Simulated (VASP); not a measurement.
A run of VASP 6.6.1:

Contents of INCAR:

```
  PREC = Accurate
  ENCUT = 520
  EDIFF = 1E-7
  ISMEAR = -1
  SIGMA = 0.02
  LREAL = F
  LASPH = T
  NELM = 150
  ALGO = Normal
  ISIF = 2
  LWAVE = F
  LCHARG = F
  MAGMOM = 0 0 0 0 0 0 0 0 0 0 0 0 0 0 0
  LORBIT = 11
  LSORBIT = T
  GGA_COMPAT = F
  LORBMOM = T
  GGA = PE
  NBANDS = 41
```

The input KPOINTS:

```
Automatic mesh
0
Gamma
  6 6 6
```

POSCAR

```
Mg3SnO
1.0
    4.3451367225      0.0000000000      0.0000000000
    0.0000000000      4.3451367225      0.0000000000
    0.0000000000      0.0000000000      4.3451367225
Sn O Mg
1 1 3
Direct
    0.0000000000      0.0000000000      0.0000000000
    0.5000000000      0.5000000000      0.5000000000
    0.5000000000      0.5000000000      0.0000000000
    0.5000000000      0.0000000000      0.5000000000
    0.0000000000      0.5000000000      0.5000000000
```

Potentials or basis: VASP PAW PBE potentials, release 64 (Sn_d, O, Mg).

The run is started by

```console
$ cat potpaw_PBE.64/Sn_d/POTCAR potpaw_PBE.64/O/POTCAR potpaw_PBE.64/Mg/POTCAR > POTCAR
$ mpirun -np 1 vasp_ncl > vasp.out
```

Hardware: 1 thread of Intel Xeon 8259CL (shared host).

Problem. How long does it take, and how much memory?

Solution. It took 2.9 min on 1 thread of Intel Xeon 8259CL, with other jobs on the host, peak memory 0.37 GiB. Counts: scf iterations 17, k points 20.
